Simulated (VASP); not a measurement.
Wanted: the native input for a VASP 6.6.1 run.

```
Task                   : single point
Functional             : PBE
Potentials or basis    : VASP PAW PBE potentials, release 64 (Al, Mg)
Cutoff                 : 520 eV
k mesh                 : 2 × 3 × 1
Occupations            : gaussian, width 0.05 eV
Spin                   : no spin polarisation
Dipole correction      : no
Further INCAR settings : LREAL = Auto; ALGO = Normal; EDIFF = 1e-07; NBANDS = 39
```

The structure of MgAl16 lies in POSCAR:

```
MgAl16
1.0
    8.1000000000      0.0000000000      0.0000000000
    0.0000000000      5.7275650000      0.0000000000
    0.0000000000      0.0000000000     16.2956740000
Al Mg
16 1
Direct
    0.2500000000      0.2499999564      0.0613659797
    0.7500000000      0.2499999564      0.0613659797
    0.2500000000      0.7500000436      0.0613659797
    0.7500000000      0.7500000436      0.0613659797
    0.0025281481      0.0009386188      0.1379860078
    0.4973997531      0.0009897749      0.1379309012
    0.0003332099      0.5017636640      0.1378023394
    0.4996470370      0.5018666746      0.1379073366
    0.2498495062      0.2549779880      0.2239949695
    0.7497408642      0.2464553436      0.2270749280
    0.2498117284      0.7466967202      0.2283884668
    0.7496660494      0.7676958708      0.2266096511
    0.0069833333      0.0095220220      0.3058293876
    0.4926013580      0.0092870181      0.3057999319
   -0.0189296296      0.5123777731      0.3030377265
    0.5183895062      0.5120938828      0.3033249192
    0.2495443210      0.4162194580      0.3951978298
```

The input as run:

INCAR

```
  PREC = Accurate
  ENCUT = 520
  EDIFF = 1E-7
  ISMEAR = 0
  SIGMA = 0.05
  LREAL = Auto
  LASPH = True
  NELM = 60
  ALGO = Normal
  ISIF = 2
  LWAVE = False
  LCHARG = False
  GGA = PE
  NBANDS = 39
```

KPOINTS

```
regular mesh
0
Gamma
  2 3 1
```

Potentials or basis: VASP PAW PBE potentials, release 64 (Al, Mg).

The run is started by

```console
$ cat potpaw_PBE.64/Al/POTCAR potpaw_PBE.64/Mg/POTCAR > POTCAR
$ mpirun -np 1 vasp_std > vasp.out
```

It gave:

The largest force is 0.237 eV/Å and the band gap on the k mesh is zero (bands 25 and 26 overlap by 0.35 eV).

Caveat: the k points lie up to 0.39 Å⁻¹ apart; there is no dipole correction, which matters where the two faces differ.

It took 5 min on 1 thread of Intel Xeon 8259CL, on a shared host, peak memory 0.7 GiB.
